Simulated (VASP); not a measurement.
A run of VASP 6.6.1 is set up as follows.

The input INCAR:

```
PREC     = Accurate       # precision mode
ENCUT    = 520            # plane-wave cutoff, eV
EDIFF    = 1E-7           # SCF threshold, eV
ISMEAR   = -1             # smearing method
SIGMA    = 0.02           # smearing width, eV
LREAL    = F              # projectors in reciprocal space
LASPH    = T              # aspherical terms in the spheres
NELM     = 100            # most SCF steps
ALGO     = Normal         # electronic algorithm
ISIF     = 2              # what is computed and relaxed
LWAVE    = F              # write WAVECAR
LCHARG   = F              # write CHGCAR
GGA      = PE             # functional
NBANDS   = 12             # bands
```

File KPOINTS:

```
regular mesh
0
Gamma
  10 10 10
```

Contents of POSCAR:

```
LiF
1.0
    0.0000000000      1.9948717717      1.9948717717
    1.9948717717      0.0000000000      1.9948717717
    1.9948717717      1.9948717717      0.0000000000
Li F
1 1
Direct
    0.0000000000      0.0000000000      0.0000000000
    0.5000000000      0.5000000000      0.5000000000
```

Potentials or basis: VASP PAW PBE potentials, release 64 (Li_sv, F).

The run is started by

```console
$ cat potpaw_PBE.64/Li_sv/POTCAR potpaw_PBE.64/F/POTCAR > POTCAR
$ mpirun -np 1 vasp_std > vasp.out
```

(1) Predict the band gap on the k mesh.

## Answers

(1) 9.35 eV, direct.
